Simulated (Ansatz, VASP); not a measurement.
**Ir: VASP beside Ansatz**

Contents of POSCAR:

```
Ir
1.0
    0.0000000000      1.9531703226      1.9531703226
    1.9531703226      0.0000000000      1.9531703226
    1.9531703226      1.9531703226      0.0000000000
Ir
1
Direct
    0.0000000000      0.0000000000      0.0000000000
```

INCAR.step1

```
PREC     = Accurate       # precision mode
ENCUT    = 520            # plane-wave cutoff, eV
EDIFF    = 1E-5           # SCF threshold, eV
ISMEAR   = -1             # smearing method
SIGMA    = 0.05           # smearing width, eV
LREAL    = False          # projectors in reciprocal space
LASPH    = True           # aspherical terms in the spheres
NELM     = 100            # most SCF steps
ALGO     = Normal         # electronic algorithm
ISIF     = 2              # what is computed and relaxed
LWAVE    = True           # write WAVECAR
LCHARG   = False          # write CHGCAR
NBANDS   = 10             # bands
GGA      = PE             # functional
```

File INCAR.step2:

```
PREC     = Accurate       # precision mode
ENCUT    = 520            # plane-wave cutoff, eV
EDIFF    = 1E-6           # SCF threshold, eV
ISMEAR   = -1             # smearing method
SIGMA    = 0.05           # smearing width, eV
LREAL    = False          # projectors in reciprocal space
LASPH    = True           # aspherical terms in the spheres
NELM     = 100            # most SCF steps
ALGO     = Normal         # electronic algorithm
ISIF     = 2              # what is computed and relaxed
LWAVE    = False          # write WAVECAR
LCHARG   = False          # write CHGCAR
GGA      = PE             # functional
LHFCALC  = True           # exact exchange
AEXX     = 0.25           # exact-exchange fraction
PRECFOCK = Normal       
NBANDS   = 10             # bands
ISTART   = 1
```

File KPOINTS:

```
regular mesh
0
Gamma
  6 6 6
```

Contents of input.yaml:

```yaml
crystal:
  lattice:
    - [0.0, 1.9531703226, 1.9531703226]
    - [1.9531703226, 0.0, 1.9531703226]
    - [1.9531703226, 1.9531703226, 0.0]
  atoms:
    - { symbol: Ir, position: [0.0, 0.0, 0.0] }
hamiltonian:
  xc: pbe0
  pseudopotentials: { kind: paw }
kpoints:
  mp_grid: { grid: [6, 6, 6] }
scf:
  occupations: { method: fermi_dirac, width: 0.05 }
output:
  forces: true
  stress: true
  eigenvalues: true
  write_density: true
  write_potential: true
  elf: true
  volumetric_format: npy
```

Alike in both runs: task single point; functional PBE0; k mesh 6 × 6 × 6; occupations fermi-dirac, width 0.05 eV; no spin polarisation.

|  | VASP | Ansatz |
| --- | --- | --- |
| version | VASP 6.6.1 | Ansatz 0.2.0 |
| potentials or method | VASP PAW PBE potentials, release 64 (Ir) | Ansatz PAW |
| plane-wave cutoff (eV) | 520 | 420 |
| valence electrons in the cell | 9 | 17 |

Ansatz gave:

```
gap on the k mesh at the Fermi level (eV) : none
pressure (GPa)                            : -21.4
```

**Question.** Estimate VASP's values.

**Answer.** gap on the k mesh at the Fermi level (eV): none; pressure (GPa): -19.6.

A gap of «none» marks a metal or a gap that the smearing closes. VASP's potentials hold 9 valence electrons a cell and Ansatz's 17, so a difference there can come from the potentials and not from the codes.

The k mesh is coarse, so the values compare programs but aren't converged. Neither program's run includes spin-orbit coupling.
